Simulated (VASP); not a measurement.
# Ir (Im-3m) in VASP: notebook, part 2 of 2

VASP 6.6.1. Earlier steps stand in the parts before.

## (3) Single point, LDA (12.62 Å³/atom)

Contents of INCAR:

```
ALGO     = Normal         # electronic algorithm
EDIFF    = 1E-6           # SCF threshold, eV
ENCUT    = 520            # plane-wave cutoff, eV
GGA      = CA             # functional
ISIF     = 2              # what is computed and relaxed
ISMEAR   = -1             # smearing method
LASPH    = True           # aspherical terms in the spheres
LCHARG   = True           # write CHGCAR
LELF     = True           # ELF
LREAL    = False          # projectors in reciprocal space
LVHAR    = True         
LWAVE    = False          # write WAVECAR
NBANDS   = 10             # bands
NELM     = 60             # most SCF steps
PREC     = Accurate       # precision mode
SIGMA    = 0.08           # smearing width, eV
```

Contents of KPOINTS:

```
k-points
0
Gamma
  20 20 20
```

Contents of POSCAR:

```
Ir
1.0
   -1.4664938561      1.4664938561      1.4664938561
    1.4664938561     -1.4664938561      1.4664938561
    1.4664938561      1.4664938561     -1.4664938561
Ir
1
Direct
    0.0000000000      0.0000000000      0.0000000000
```

Potentials or basis: VASP PAW LDA potentials, release 64 (Ir).

On the command line:

```bash
$ cat potpaw_LDA.64/Ir/POTCAR > POTCAR
$ mpirun -np 1 vasp_std > vasp.out
```

OUTCAR:

```text
EDIFF = 1E-6
   ENCUT = 520
   GGA = CA
   ISIF = 2
   ISMEAR = -1
   LASPH = True
   LREAL = False
   NELM = 60
   PREC = Accurate

 ion  position               nearest neighbor table
   1  0.000  0.000  0.000-

  LATTYP: Found a body centered cubic cell.
 ALAT       =     2.9329877122

  Lattice vectors:

 A1 = (  -1.4664938561,   1.4664938561,   1.4664938561)
 A2 = (   1.4664938561,  -1.4664938561,   1.4664938561)
 A3 = (   1.4664938561,   1.4664938561,  -1.4664938561)

Analysis of symmetry for initial positions (statically):
=====================================================================
 Subroutine PRICEL returns:
 Original cell was already a primitive cell.

 Routine SETGRP: Setting up the symmetry group for a
 body centered cubic supercell.

 Subroutine GETGRP returns: Found 48 space group operations
 (whereof 48 operations were pure point group operations)
 out of a pool of 48 trial point group operations.

The static configuration has the point symmetry O_h .

Analysis of symmetry for dynamics (positions and initial velocities):
=====================================================================
 Subroutine PRICEL returns:
 Original cell was already a primitive cell.

 Routine SETGRP: Setting up the symmetry group for a
 body centered cubic supercell.

 Subroutine GETGRP returns: Found 48 space group operations
 (whereof 48 operations were pure point group operations)
 out of a pool of 48 trial point group operations.

The dynamic configuration has the point symmetry O_h .

 Subroutine INISYM returns: Found 48 space group operations
 (whereof 48 operations are pure point group operations),
 and found     1 'primitive' translations

----------------------------------------------------------------------------------------

                                     Primitive cell

  volume of cell :      12.6154

  direct lattice vectors                    reciprocal lattice vectors
    -1.466493856  1.466493856  1.466493856     0.000000000  0.340949263  0.340949263
     1.466493856 -1.466493856  1.466493856     0.340949263  0.000000000  0.340949263
     1.466493856  1.466493856 -1.466493856     0.340949263  0.340949263  0.000000000

  length of vectors
     2.540041868  2.540041868  2.540041868     0.482175072  0.482175072  0.482175072

  position of ions in fractional coordinates (direct lattice)
     0.000000000  0.000000000  0.000000000

  ion indices of the primitive-cell ions
   primitive index   ion index
                 1           1

----------------------------------------------------------------------------------------

 KPOINTS: k-points

Automatic generation of k-mesh.
 Grid dimensions read from file:
 generate k-points for:   20   20   20

 Generating k-lattice:

  Cartesian coordinates                     Fractional coordinates (reciprocal lattice)
     0.000000000  0.017047463  0.017047463     0.050000000  0.000000000  0.000000000
     0.017047463  0.000000000  0.017047463     0.000000000  0.050000000  0.000000000
     0.017047463  0.017047463  0.000000000     0.000000000  0.000000000  0.050000000

  Length of vectors
     0.024108754  0.024108754  0.024108754

  Shift w.r.t. Gamma in fractional coordinates (k-lattice)
     0.000000000  0.000000000  0.000000000

 Subroutine IBZKPT returns following result:
 ===========================================

 Found    256 irreducible k-points:

 Following reciprocal coordinates:
            Coordinates               Weight
  0.000000  0.000000  0.000000      1.000000
  0.050000  0.000000  0.000000     12.000000
  0.100000  0.000000  0.000000     12.000000
  0.150000  0.000000  0.000000     12.000000
  0.200000  0.000000  0.000000     12.000000
  0.250000  0.000000  0.000000     12.000000
[... 16 lines left out ...]
  0.200000  0.100000 -0.000000     48.000000
  0.250000  0.100000  0.000000     48.000000
 [... further k-points ...]
   k-points           NKPTS =    256   k-points in BZ     NKDIM =    256   number of bands    NBANDS=     10
   number of dos      NEDOS =    301   number of ions     NIONS =      1
   total plane-waves  NPLWV =   8000
   dimension x,y,z NGX =    20 NGY =   20 NGZ =   20
   dimension x,y,z NGXF=    40 NGYF=   40 NGZF=   40
   ions per type =               1
   NGX,Y,Z   is equivalent  to a cutoff of  13.09, 13.09, 13.09 a.u.
   NGXF,Y,Z  is equivalent  to a cutoff of  26.18, 26.18, 26.18 a.u.
 SYSTEM =  unknown system
   PREC   = accura    normal or accurate (medium, high low for compatibility)
   ISTART =      0    job   : 0-new  1-cont  2-samecut
   ICHARG =      2    charge: 1-file 2-atom 10-const
   ISPIN  =      1    spin polarized calculation?
   LNONCOLLINEAR =      F non collinear calculations
   LSORBIT =      F    spin-orbit coupling
   LASPH  =      T    aspherical Exc in radial PAW
   ENCUT  =  520.0 eV  38.22 Ry    6.18 a.u.   4.72  4.72  4.72*2*pi/ulx,y,z
   NELM   =     60;   NELMIN=  2; NELMDL= -5     # of ELM steps
   EDIFF  = 0.1E-05   stopping-criterion for ELM
   LREAL  =      F    real-space projection
   EDIFFG = 0.1E-04   stopping-criterion for IOM
   NSW    =      0    number of steps for IOM
   IBRION =     -1    ionic relax: 0-MD 1-quasi-New 2-CG
   NFREE  =      0    steps in history (QN), initial steepest desc. (CG)
   ISIF   =      2    stress and relaxation
   ISYM   =      2    0-nonsym 1-usesym 2-fastsym
   POTIM  = 0.5000    time-step for ionic-motion
   TEBEG  =    0.0;   TEEND  =   0.0 temperature during run
   PSTRESS=    0.0 pullay stress
   NELECT =       9.0000    total number of electrons
   NUPDOWN=      -1.0000    fix difference up-down
   EMIN   =  10.00;   EMAX   =-10.00  energy-range for DOS
   EFERMI =   0.00;   METHOD = LEGACY
   ISMEAR =    -1;   SIGMA  =   0.08  broadening in eV -4-tet -1-fermi 0-gaus
   EFERMI_NEDOS =   21; number of points for ismear=-14 and -15
   IALGO  =     38    algorithm
   IMIX   =      4    mixing-type and parameters
     AMIX     =   0.40;   BMIX     =  1.00
     AMIX_MAG =   1.60;   BMIX_MAG =  1.00
  volume/ion in A,a.u.               =      12.62        85.13
  Fermi-wavevector in a.u.,A,eV,Ry     =   1.462813  2.764315 29.114037  2.139821
  Thomas-Fermi vector in A             =   2.578982
   LORBIT       =      0    0 simple, 1 ext, 2 COOP (PROOUT), +10 PAW based schemes
   GGA     = CA    functional components
   LHFCALC =     F    Hartree Fock is set to
   AEXX    =    0.0000 exact exchange contribution
   IVDW    =     0    specifies the selected vdW correction
   LEPSILON=     F    determine dielectric tensor
   LRPA    =     F    only Hartree local field effects (RPA)
 non-spin polarized calculation
  energy-cutoff  :      520.00
  volume of cell :       12.62
 maximum number of plane-waves:       370
   NGX =  9   NGY =  9   NGZ =  9

 number of electron       8.9999999 magnetization

 Free energy of the ion-electron system (eV)
  ---------------------------------------------------
  ext. energy  EPLUGINS =         0.00000000
  ---------------------------------------------------
  free energy    TOTEN  =        -9.33711639 eV

  energy without entropy =       -9.29588970  energy(sigma->0) =       -9.31650305

 E-fermi :  12.1699     XC(G=0): -14.7942

 val. band max:       12.1657898980   @ k =  -0.2000   0.2000   0.1000
 cond. band min:      12.1721599866   @ k =   0.4000   0.1000   0.1000
 fundamental gap:      0.0063700886
 Fermi energy:        12.1698646663

 k-point     1 :       0.0000    0.0000    0.0000
  band No.  band energies     occupation
      1       0.0678      2.00000
      2       7.6808      2.00000
      3       7.6808      2.00000
      4       7.6808      2.00000
      5      11.4234      1.99982
      6      11.4234      1.99982
      7      29.0494      0.00000
      8      29.0494      0.00000
      9      29.0494      0.00000
     10      42.0176      0.00000

 k-point     2 :       0.0500    0.0000    0.0000
  band No.  band energies     occupation
      1       0.2022      2.00000
      2       7.6127      2.00000
      3       7.6761      2.00000
      4       7.8054      2.00000
      5      11.3213      1.99995
      6      11.4270      1.99981
      7      29.1455      0.00000
      8      29.2659      0.00000
      9      29.2993      0.00000
     10      40.7320      0.00000
[... 274 lines left out ...]
 k-point    24 :       0.2500    0.1000    0.0000
  band No.  band energies     occupation
      1       3.4607      2.00000
      2       6.1734      2.00000
      3       7.4801      2.00000
      4      10.6657      2.00000
      5      11.9431      1.88897
      6      12.4474      0.06043
      7      27.2317      0.00000
      8      28.5463      0.00000
      9      33.7636      0.00000
     10      34.6804      0.00000

 [... further k-points ...]
[... 5 lines left out ...]
  --------------------------------------------------------------------------------------
  -------------------------------------------------------------------------------------
  Total        5.2888487      5.2888487      5.2888487     -0.0000000      0.0000000      0.0000000
  in kB      671.6932552    671.6932552    671.6932552     -0.0000000      0.0000000      0.0000000
  external PRESSURE =     671.6932552 kB  Pullay stress =       0.0000000 kB

 VOLUME and BASIS-vectors are now :
 -----------------------------------------------------------------------------
  energy-cutoff  :      520.00
  volume of cell :       12.62
      direct lattice vectors                 reciprocal lattice vectors
    -1.466493856  1.466493856  1.466493856     0.000000000  0.340949263  0.340949263
     1.466493856 -1.466493856  1.466493856     0.340949263  0.000000000  0.340949263
     1.466493856  1.466493856 -1.466493856     0.340949263  0.340949263  0.000000000

 POSITION                                       TOTAL-FORCE (eV/Angst)
 -----------------------------------------------------------------------------------
      0.00000      0.00000      0.00000         0.000000      0.000000     -0.000000
 -----------------------------------------------------------------------------------
    total drift:                                0.000000      0.000000      0.000000

  FREE ENERGIE OF THE ION-ELECTRON SYSTEM (eV)
  ---------------------------------------------------
  free  energy   TOTEN  =        -9.3371163934 eV

  energy  without entropy=       -9.2958896985  energy(sigma->0) =       -9.31650305
```

Run time: 35 s. Hardware: 1 thread of Intel Xeon 8259CL, shared host; peak memory 0.15 GiB.

What came out:

```yaml
Free_energy: -9.3371 eV
Pressure: 67.2 GPa
Band_gap_on_the_k_mesh: zero (an odd number of electrons rules out a gap without spin polarisation)
```

Levels at points of the mesh, in eV from the Fermi level:
| k point | band 1 | band 2 | band 3 | band 4 | band 5 | band 6 | band 7 | band 8 | band 9 |
| --- | --- | --- | --- | --- | --- | --- | --- | --- | --- |
| (0.00, 0.00, 0.00) | -12.10 | -4.49 | -4.49 | -4.49 | -0.75 | -0.75 | 16.88 | 16.88 | 16.88 |
| (0.50, 0.00, 0.00) | -9.08 | -6.76 | -0.90 | -0.26 | -0.04 | 2.87 | 9.74 | 13.04 | 18.48 |
| (0.50, 0.50, 0.50) | -8.77 | -8.77 | 1.94 | 1.94 | 1.94 | 8.52 | 8.52 | 8.52 | 17.21 |

Caveat: the cell stands under pressure; spin-orbit coupling is left out, which moves the levels of the heavy elements.

## (4) Single point, LDA

This run uses another cell than the first one, of 14.34 Å³/atom.

Contents of INCAR:

```
ALGO = Normal ; EDIFF = 1E-6
ENCUT = 520 ; ISIF = 2
ISMEAR = -1 ; LASPH = True
LCHARG = False ; LREAL = False
LWAVE = False ; NBANDS = 10
NELM = 80 ; PREC = Accurate
SIGMA = 0.08
```

KPOINTS is that of step 3.

Contents of POSCAR:

```
Ir
1.0
   -1.5303332831      1.5303332831      1.5303332831
    1.5303332831     -1.5303332831      1.5303332831
    1.5303332831      1.5303332831     -1.5303332831
Ir
1
Direct
    0.0000000000      0.0000000000      0.0000000000
```

On the command line:

```bash
$ cat potpaw_LDA.64/Ir/POTCAR > POTCAR
$ mpirun -np 1 vasp_std > vasp.out
```

It took 45 s on 1 thread of Intel Xeon 8259CL, shared host; peak memory 0.15 GiB.

It converged, with:

```
Free energy            : -9.6690 eV
Pressure               : 2.2 GPa
Band gap on the k mesh : zero (an odd number of electrons rules out a gap without spin polarisation)
```

Levels at points of the mesh, in eV from the Fermi level:
| k point | band 1 | band 2 | band 3 | band 4 | band 5 | band 6 | band 7 | band 8 |
| --- | --- | --- | --- | --- | --- | --- | --- | --- |
| (0.00, 0.00, 0.00) | -10.73 | -3.70 | -3.70 | -3.70 | -0.56 | -0.56 | 16.94 | 16.94 |
| (0.50, 0.00, 0.00) | -7.65 | -5.57 | -0.74 | -0.07 | -0.04 | 2.30 | 8.14 | 13.07 |
| (0.50, 0.50, 0.50) | -7.19 | -7.19 | 1.57 | 1.57 | 1.57 | 7.98 | 7.98 | 7.98 |

Caveat: spin-orbit coupling is left out, which moves the levels of the heavy elements.
